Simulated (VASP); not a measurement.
# Ba in VASP: further runs

The runs below take Ba through single point, relaxation of shape and atoms at fixed volume, with PBE.

All numbers are computed with VASP 6.6.1; they aren't measurements. Logs are shortened: lines on timing, memory, paths and dates and some standing lists are left out, and cuts for length are marked.

## 1. The cell of the first run

The structure is hexagonal, space group P6_3/mmc (No. 194). The conventional cell has a = 4.460 Å, b = 4.460 Å, c = 7.355 Å, α = 90.00°, β = 90.00°, γ = 120.00°. Ba (site symmetry -6m2) has 12 Ba at 4.46 to 4.49 Å within 5.8 Å.

This isn't the form of Ba at room conditions, which is bcc.

## 2. Single point, PBE

INCAR

```
  PREC = Accurate
  ENCUT = 520
  EDIFF = 1E-7
  ISMEAR = 0
  SIGMA = 0.2
  LREAL = F
  LASPH = T
  NELM = 60
  ALGO = Fast
  ISIF = 2
  LWAVE = F
  LCHARG = F
  GGA = PE
  NBANDS = 28
```

KPOINTS

```
regular mesh
0
Gamma
  6 4 4
```

POSCAR

```
Ba
1.0
   -4.4603527361      0.0000000000      0.0000000000
    0.0000000000      0.0000000000     -7.3552638748
    0.0000000001     -7.7255575585      0.0000000000
Ba
4
Direct
    1.0000000000      0.2500000000      0.6666666667
    0.5000000000      0.2500000000      0.1666666667
    0.5000000000      0.7500000000      0.8333333333
    0.0000000000      0.7500000000      0.3333333333
```

Potentials or basis: VASP PAW PBE potentials, release 64 (Ba_sv).

On the command line:

```
$ cat potpaw_PBE.64/Ba_sv/POTCAR > POTCAR
$ mpirun -np 1 vasp_std > vasp.out
```

OUTCAR:

```text
PREC = Accurate
   ENCUT = 520
   EDIFF = 1E-7
   ISMEAR = 0
   LREAL = F
   LASPH = T
   NELM = 60
   ISIF = 2
   GGA = PE

 ion  position               nearest neighbor table
   1  0.000  0.250  0.667-   2 4.46   2 4.46   2 4.46   2 4.46   3 4.49   3 4.49   3 4.49   3 4.49
                             4 4.49   4 4.49
   2  0.500  0.250  0.167-   1 4.46   1 4.46   1 4.46   1 4.46   4 4.49   4 4.49   4 4.49   4 4.49
                             3 4.49   3 4.49
   3  0.500  0.750  0.833-   4 4.46   4 4.46   4 4.46   4 4.46   1 4.49   1 4.49   1 4.49   1 4.49
                             2 4.49   2 4.49
   4  0.000  0.750  0.333-   3 4.46   3 4.46   3 4.46   3 4.46   2 4.49   2 4.49   2 4.49   2 4.49
                             1 4.49   1 4.49

  LATTYP: Found a simple orthorhombic cell.
 ALAT       =     4.4603527361
 B/A-ratio  =     1.6490318838
 C/A-ratio  =     1.7320508075

  Lattice vectors:

 A1 = (  -4.4603527361,   0.0000000000,   0.0000000000)
 A2 = (   0.0000000000,   0.0000000000,  -7.3552638748)
 A3 = (   0.0000000001,  -7.7255575585,   0.0000000000)

Analysis of symmetry for initial positions (statically):
=====================================================================
 Subroutine PRICEL returns following result:

  LATTYP: Found a hexagonal cell.
 ALAT       =     4.4603527360
 C/A-ratio  =     1.6490318838

  Lattice vectors:

 A1 = (  -2.2301763680,  -3.8627787793,   0.0000000000)
 A2 = (  -2.2301763681,   3.8627787792,   0.0000000000)
 A3 = (   0.0000000000,   0.0000000000,  -7.3552638748)

   2 primitive cells build up your supercell.

 Routine SETGRP: Setting up the symmetry group for a
 simple orthorhombic supercell.

 Subroutine GETGRP returns: Found  8 space group operations
 (whereof  4 operations were pure point group operations)
 out of a pool of  8 trial point group operations.

The static configuration has the point symmetry C_2h.
 The point group associated with its full space group is D_2h.

Analysis of symmetry for dynamics (positions and initial velocities):
=====================================================================
 Subroutine PRICEL returns following result:

  LATTYP: Found a hexagonal cell.
 ALAT       =     4.4603527360
 C/A-ratio  =     1.6490318838

  Lattice vectors:

 A1 = (  -2.2301763680,  -3.8627787793,   0.0000000000)
 A2 = (  -2.2301763681,   3.8627787792,   0.0000000000)
 A3 = (   0.0000000000,   0.0000000000,  -7.3552638748)

   2 primitive cells build up your supercell.

[... 108 lines left out ...]
   EDIFF  = 0.1E-06   stopping-criterion for ELM
   LREAL  =      F    real-space projection
   EDIFFG = 0.1E-05   stopping-criterion for IOM
   NSW    =      0    number of steps for IOM
   IBRION =     -1    ionic relax: 0-MD 1-quasi-New 2-CG
   NFREE  =      0    steps in history (QN), initial steepest desc. (CG)
   ISIF   =      2    stress and relaxation
   ISYM   =      2    0-nonsym 1-usesym 2-fastsym
   POTIM  = 0.5000    time-step for ionic-motion
   TEBEG  =    0.0;   TEEND  =   0.0 temperature during run
   PSTRESS=    0.0 pullay stress
   NELECT =      40.0000    total number of electrons
   NUPDOWN=      -1.0000    fix difference up-down
   EMIN   =  10.00;   EMAX   =-10.00  energy-range for DOS
   EFERMI =   0.00;   METHOD = LEGACY
   ISMEAR =     0;   SIGMA  =   0.20  broadening in eV -4-tet -1-fermi 0-gaus
   EFERMI_NEDOS =   21; number of points for ismear=-14 and -15
   IALGO  =     68    algorithm
   IMIX   =      4    mixing-type and parameters
     AMIX     =   0.40;   BMIX     =  1.00
     AMIX_MAG =   1.60;   BMIX_MAG =  1.00
  volume/ion in A,a.u.               =      63.36       427.60
  Fermi-wavevector in a.u.,A,eV,Ry     =   0.884699  1.671839 10.649185  0.782693
  Thomas-Fermi vector in A             =   2.005634
   LORBIT       =      0    0 simple, 1 ext, 2 COOP (PROOUT), +10 PAW based schemes
   GGA     = PE    functional components
   LHFCALC =     F    Hartree Fock is set to
   AEXX    =    0.0000 exact exchange contribution
   IVDW    =     0    specifies the selected vdW correction
   LEPSILON=     F    determine dielectric tensor
   LRPA    =     F    only Hartree local field effects (RPA)
 non-spin polarized calculation
 RMM-DIIS sequential band-by-band and
 Gauss-broadening in eV      SIGMA  =   0.20
  energy-cutoff  :      520.00
  volume of cell :      253.45
 maximum number of plane-waves:      6872
 NGX is ok and might be reduce to    36
   NGX = 17   NGY = 27   NGZ = 29

 number of electron      40.0000002 magnetization

 Free energy of the ion-electron system (eV)
  ---------------------------------------------------
  ext. energy  EPLUGINS =         0.00000000
  ---------------------------------------------------
  free energy    TOTEN  =        -7.63922849 eV

  energy without entropy =       -7.50993476  energy(sigma->0) =       -7.57458163

 E-fermi :   1.6616     XC(G=0):  -7.3888

 val. band max:        1.6204773119   @ k =   0.1667   0.0000   0.2500
 cond. band min:       1.6936202768   @ k =   0.3333   0.2500  -0.0000
 fundamental gap:      0.0731429649
 Fermi energy:         1.6615932578

 k-point     1 :       0.0000    0.0000    0.0000
  band No.  band energies     occupation
      1     -27.2451      2.00000
      2     -27.2076      2.00000
      3     -27.2054      2.00000
      4     -27.1931      2.00000
      5     -12.6474      2.00000
      6     -12.6191      2.00000
[... 733 lines left out ...]
     27       2.8295      0.00000
     28       2.8295      0.00000

 [... further k-points ...]

------------------------ aborting loop because EDIFF is reached ----------------------------------------

  FORCE on cell =-STRESS in cart. coord.  units (eV):
  Direction    XX          YY          ZZ          XY          YZ          ZX
  --------------------------------------------------------------------------------------
  -------------------------------------------------------------------------------------
  Total        0.1814526      0.1726290      0.0956663     -0.0000000      0.0000000      0.0000000
  in kB        1.1470343      1.0912572      0.6047453     -0.0000000      0.0000000      0.0000000
  external PRESSURE =       0.9476789 kB  Pullay stress =       0.0000000 kB

 VOLUME and BASIS-vectors are now :
 -----------------------------------------------------------------------------
  energy-cutoff  :      520.00
  volume of cell :      253.45
      direct lattice vectors                 reciprocal lattice vectors
    -4.460352736  0.000000000  0.000000000    -0.224197515 -0.000000000  0.000000000
     0.000000000  0.000000000 -7.355263875     0.000000000  0.000000000 -0.135957053
     0.000000000 -7.725557559  0.000000000     0.000000000 -0.129440496  0.000000000

 POSITION                                       TOTAL-FORCE (eV/Angst)
 -----------------------------------------------------------------------------------
      0.00000     -5.15037     -1.83882        -0.000000      0.000292     -0.000000
     -2.23018     -1.28759     -1.83882        -0.000000      0.000292      0.000000
     -2.23018     -6.43796     -5.51645         0.000000     -0.000292     -0.000000
      0.00000     -2.57519     -5.51645         0.000000     -0.000292     -0.000000
 -----------------------------------------------------------------------------------
    total drift:                               -0.000000     -0.000000     -0.000000

  FREE ENERGIE OF THE ION-ELECTRON SYSTEM (eV)
  ---------------------------------------------------
  free  energy   TOTEN  =        -7.6392284911 eV

  energy  without entropy=       -7.5099347646  energy(sigma->0) =       -7.57458163
```

OSZICAR:

```text
N       E                     dE             d eps       ncg     rms          rms(c)
DAV:   1     0.328791267710E+03    0.32879E+03   -0.16163E+04  2016   0.116E+03
DAV:   2     0.177209642058E+02   -0.31107E+03   -0.30555E+03  2996   0.238E+02
DAV:   3    -0.685787205201E+01   -0.24579E+02   -0.24182E+02  2800   0.688E+01
DAV:   4    -0.763415468927E+01   -0.77628E+00   -0.77189E+00  3052   0.954E+00
DAV:   5    -0.764876772170E+01   -0.14613E-01   -0.14588E-01  2740   0.127E+00    0.324E+00
RMM:   6    -0.764181863607E+01    0.69491E-02   -0.10780E-02  2290   0.833E-01    0.194E+00
RMM:   7    -0.763837581681E+01    0.34428E-02   -0.27887E-02  2337   0.150E+00    0.752E-02
RMM:   8    -0.763910562089E+01   -0.72980E-03   -0.45908E-03  2998   0.286E-01    0.450E-02
RMM:   9    -0.763920233507E+01   -0.96714E-04   -0.63663E-04  3151   0.759E-02    0.227E-02
RMM:  10    -0.763922367632E+01   -0.21341E-04   -0.13432E-04  2980   0.426E-02    0.752E-03
RMM:  11    -0.763922793671E+01   -0.42604E-05   -0.36543E-05  3446   0.156E-02    0.408E-03
RMM:  12    -0.763922797473E+01   -0.38022E-07   -0.83745E-06  3368   0.112E-02    0.924E-04
RMM:  13    -0.763922830979E+01   -0.33507E-06   -0.28245E-06  2869   0.442E-03    0.286E-04
RMM:  14    -0.763922849758E+01   -0.18778E-06   -0.98449E-07  2507   0.274E-03    0.216E-04
RMM:  15    -0.763922849108E+01    0.64952E-08   -0.31174E-07  1980   0.147E-03
   1 F= -.76392285E+01 E0= -.75745816E+01  d E =-.129294E+00
```

stdout:

```text
POSCAR found type information on POSCAR Ba
 POSCAR found :  1 types and       4 ions
 scaLAPACK will be used
 LDA part: xc-table for (Slater+PW92), standard interpolation
 POSCAR, INCAR and KPOINTS ok, starting setup
 FFT: planning ... GRIDC
 FFT: planning ... GRID_SOFT
 FFT: planning ... GRID
 WAVECAR not read
 entering main loop
WARNING in EDDRMM: call to ZHEGV failed, returncode =   8  4     20
WARNING in EDDRMM: call to ZHEGV failed, returncode =   8  4     19
WARNING in EDDRMM: call to ZHEGV failed, returncode =   8  4     20
 num prob  num prob  num prob  num prob  num prob  num prob  num prob  num prob WARNING in EDDRMM: call to ZHEGV failed, returncode =   8  4     21
 num prob RMM:  14    -0.763922849758E+01   -0.18778E-06   -0.98449E-07  2507   0.274E-03    0.216E-04
 num prob  num prob  num prob  num prob  num prob  num prob  num prob  num prob  num prob  num prob  num prob  num prob  num prob  num prob  num prob  num prob  num prob  num prob  num prob  num prob WARNING in EDDRMM: call to ZHEGV failed, returncode =   8  4     24
 num prob  num prob  num prob  num prob  num prob  num prob  num prob  num prob  num prob  num prob  num prob  num prob  num prob  num prob  num prob  num prob  num prob  num prob  num prob  num prob  num prob  num prob WARNING in EDDRMM: call to ZHEGV failed, returncode =   6  3     22
 num prob  num prob  num prob  num prob  num prob WARNING in EDDRMM: call to ZHEGV failed, returncode =   8  4     22
 num prob  num prob  num prob RMM:  15    -0.763922849108E+01    0.64952E-08   -0.31174E-07  1980   0.147E-03
```

It took 2 min on 1 thread of Intel Xeon 6975P-C (Granite Rapids), shared host; peak memory 0.44 GiB.

What came out:

* Free energy: -7.6392 eV
* Pressure: 0.1 GPa
* Band gap on the k mesh: zero (bands 20 and 21 overlap by 0.34 eV)

Levels at points of the mesh, in eV from the Fermi level:
```tsv
k point	band 17	band 18	band 19	band 20	band 21	band 22	band 23	band 24
(0.00, 0.00, 0.00)	-2.78	-0.98	-0.73	-0.43	-0.21	0.58	1.00	1.33
(0.50, 0.00, 0.00)	-0.60	-0.60	-0.05	-0.05	0.22	0.22	0.31	0.31
(0.00, 0.50, 0.00)	-1.85	-1.85	-0.77	-0.77	0.43	0.43	0.99	0.99
(0.50, 0.50, 0.00)	-0.39	-0.39	-0.39	-0.39	0.55	0.55	0.55	0.55
(0.00, 0.00, 0.50)	-1.90	-1.90	-0.24	-0.24	0.33	0.33	0.77	0.77
(0.50, 0.00, 0.50)	-0.73	-0.73	-0.43	-0.43	-0.21	-0.21	0.58	0.58
(0.00, 0.50, 0.50)	-1.15	-1.15	-1.15	-1.15	0.63	0.63	0.63	0.63
(0.50, 0.50, 0.50)	-0.77	-0.77	-0.77	-0.77	0.43	0.43	0.43	0.43
```

Caveat: spin-orbit coupling is left out, which moves the levels of the heavy elements.

## 3. Single point, PBE

INCAR

```
SYSTEM = Ba
PREC     = Accurate       ! precision mode
ENCUT    = 520            ! plane-wave cutoff, eV
EDIFF    = 1E-6           ! SCF threshold, eV
ISMEAR   = 0              ! smearing method
SIGMA    = 0.2            ! smearing width, eV
LREAL    = .False.        ! projectors in reciprocal space
LASPH    = .True.         ! aspherical terms in the spheres
NELM     = 100            ! most SCF steps
ALGO     = Fast           ! electronic algorithm
ISIF     = 2              ! what is computed and relaxed
LWAVE    = .False.        ! write WAVECAR
LCHARG   = .False.        ! write CHGCAR
GGA      = PE             ! functional
NBANDS   = 28             ! bands
```

KPOINTS

```
regular mesh
0
Gamma
  6 4 4
  0 0 0
```

POSCAR

```
Ba
1.0
   -4.4847168301     -0.0089300559      0.0024083156
    0.0041886088     -0.0009965366     -7.3748375822
   -0.0155455564     -7.6644713292     -0.0011293934
Ba
4
Direct
    1.0017624970      0.2494187012      0.6714762389
    0.5030002500      0.2506424064      0.1711676338
    0.4969898830      0.7493059664      0.8288628146
   -0.0017526301      0.7506329261      0.3284933127
```

Potentials or basis: VASP PAW PBE potentials, release 64 (Ba_sv).

On the command line:

```
$ cat potpaw_PBE.64/Ba_sv/POTCAR > POTCAR
$ mpirun -np 1 vasp_std > vasp.out
```

Run time: 2.9 min. Hardware: 1 thread of Intel Xeon 6975P-C (Granite Rapids), shared host; peak memory 0.49 GiB.

The run converged. Its results:

```yaml
Free_energy: -7.6383 eV
Pressure: 0.1 GPa
Largest_force: 0.009 eV/Å
Band_gap_on_the_k_mesh: zero (bands 20 and 21 overlap by 0.39 eV)
```

Forces on the atoms (eV/Å):
```
Ba   0.000  0.007 -0.002
Ba   0.004  0.002  0.003
Ba  -0.005 -0.001 -0.004
Ba   0.000 -0.008  0.003
```

Stress tensor (GPa, compression positive):
```
 0.13 -0.01  0.01
-0.01  0.15  0.00
 0.01  0.00  0.00
```

Levels at points of the mesh, in eV from the Fermi level:
```csv
k point,band 17,band 18,band 19,band 20,band 21,band 22,band 23,band 24
"(0.00, 0.00, 0.00)",-2.78,-0.98,-0.75,-0.43,-0.26,0.63,0.99,1.43
"(0.50, 0.00, 0.00)",-0.61,-0.61,-0.03,-0.03,0.24,0.24,0.33,0.33
"(0.00, 0.50, 0.00)",-1.85,-1.85,-0.75,-0.75,0.40,0.40,0.98,0.98
"(0.50, 0.50, 0.00)",-0.40,-0.40,-0.39,-0.39,0.54,0.55,0.55,0.56
"(0.00, 0.00, 0.50)",-1.89,-1.89,-0.24,-0.24,0.29,0.29,0.81,0.81
"(0.50, 0.00, 0.50)",-0.72,-0.71,-0.43,-0.43,-0.20,-0.18,0.57,0.58
"(0.00, 0.50, 0.50)",-1.14,-1.14,-1.14,-1.14,0.63,0.63,0.64,0.64
"(0.50, 0.50, 0.50)",-0.79,-0.79,-0.78,-0.78,0.42,0.43,0.43,0.44
```

Caveat: spin-orbit coupling is left out, which moves the levels of the heavy elements.

[end of part 1 of 2]

The gap in the log of VASP goes by the Fermi energy; the results here count the filled bands.